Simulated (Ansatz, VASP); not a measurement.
# Fe: VASP beside Ansatz

```
Fe
1.0
     2.83119    0.00000    0.00000
     0.00000    2.83119    0.00000
     0.00000    0.00000    2.83119
Fe
2
Direct
  0.00000 0.00000 0.00000
  0.50000 0.50000 0.50000
```

Alike in both runs: task single point; functional PBE; k mesh 12 × 12 × 12; occupations gaussian, width 0.05 eV; collinear spin.

|  | VASP | Ansatz |
| --- | --- | --- |
| version | VASP 6.6.1 | Ansatz 0.2.0 |
| potentials or method | VASP PAW PBE potentials, release 64 (Fe), cutoff 520 eV | scalar-relativistic, plane waves, PAW |
| valence electrons in the cell | 16 | 32 |

```tsv
	VASP	Ansatz	Ansatz less VASP
gap on the k mesh at the Fermi level (eV)	none	none	-
pressure (GPa)	-0.6	-0.5	+0.08
net moment per atom (μB)	2.16	2.14	-0.021
size of the moment on the site where the two differ most (μB)	2.16	2.19	+0.030
```

Site moments also hang on the region over which each program counts them. A gap of «none» marks a metal or a gap that the smearing closes. VASP's potentials hold 16 valence electrons a cell and Ansatz's 32, so a difference there can come from the potentials and not from the codes.
